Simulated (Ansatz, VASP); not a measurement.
# MoS2 in VASP and in Ansatz

```xyz
3
Lattice="3.1219 0.0000 0.0000 -1.5610 2.7037 0.0000 0.0000 0.0000 6.7624" Properties=species:S:1:pos:R:3 pbc="T T T"
Mo    0.0000    0.0000    0.0000
S     0.0000    1.8024    1.5098
S     0.0000    1.8024    5.2527
```

Alike in both runs: task single point; functional PBE; dispersion D3(BJ); k mesh 12 × 12 × 4; occupations gaussian, width 0.05 eV; no spin polarisation.

```csv
,VASP,Ansatz
version,VASP 6.6.1,Ansatz 0.2.0
potentials or method,"VASP PAW PBE potentials, release 64 (Mo_sv, S), cutoff 500 eV","scalar-relativistic, plane waves, PAW"
valence electrons in the cell,26,26
```

VASP gave:

| Item | Value |
| --- | --- |
| gap on the k mesh at the Fermi level (eV) | 1.22 |
| least direct gap on the mesh (eV) | 1.75 |
| pressure (GPa) | 8.0 |
| traceless stress, the component that is largest in VASP (GPa) | 2.88 |
| rms of the force components (eV/Å) | 0.676 |

Q: What did Ansatz give for the same quantities?

A: gap on the k mesh at the Fermi level (eV): 1.20; least direct gap on the mesh (eV): 1.75; pressure (GPa): 8.2; traceless stress, the component that is largest in VASP (GPa): 2.95; rms of the force components (eV/Å): 0.685.

Atom by atom the forces differ by 0.009 eV/Å (rms over components).
